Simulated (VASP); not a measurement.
Input of a VASP 6.6.1 run:

The input INCAR:

```
  ALGO = Normal
  EDIFF = 1E-7
  ENCUT = 520
  GGA = CA
  ISIF = 2
  ISMEAR = 0
  KPAR = 4
  LASPH = T
  LCHARG = F
  LREAL = F
  LWAVE = F
  NBANDS = 35
  NELM = 60
  PREC = Accurate
  SIGMA = 0.05
```

File KPOINTS:

```
k-points
0
Gamma
  12 12 2
```

POSCAR

```
Te2Mo
1.0
    3.4699282939      0.0000000000      0.0000000000
   -1.7349641469      3.0050460519      0.0000000000
    0.0000000000      0.0000000000     25.1285054592
Te Mo
4 2
Direct
    0.4546392293      0.7554687458      0.0652056089
    0.5380928199      0.2392107450      0.7918890471
    0.5453607707      0.2445312542      0.9347943911
    0.4619071801      0.7607892550      0.2081109529
    0.2090374302      0.5756757504      0.8632306751
    0.7909625698      0.4243242496      0.1367693249
```

Potentials or basis: VASP PAW LDA potentials, release 64 (Te, Mo_sv).

The run is started by

```console
$ cat potpaw_LDA.64/Te/POTCAR potpaw_LDA.64/Mo_sv/POTCAR > POTCAR
$ mpirun -np 4 vasp_std > vasp.out
```

Q: What does it give for the largest force?

A: 0.101 eV/Å.

Q: Predict the band gap on the k mesh.

A: 0.88 eV (least direct gap 1.17 eV).

Forces in eV/Å, atoms in the order of the input:
```
Te   0.029 -0.036  0.057
Te   0.056  0.057 -0.062
Te  -0.029  0.036 -0.057
Te  -0.056 -0.057  0.062
Mo   0.009  0.026  0.000
Mo  -0.009 -0.026  0.000
```

Caveat: the cell differs from its parent crystal (atoms displaced along a vibrational mode); there is no dipole correction, which matters where the two faces differ; spin-orbit coupling is left out, which moves the levels of the heavy elements.
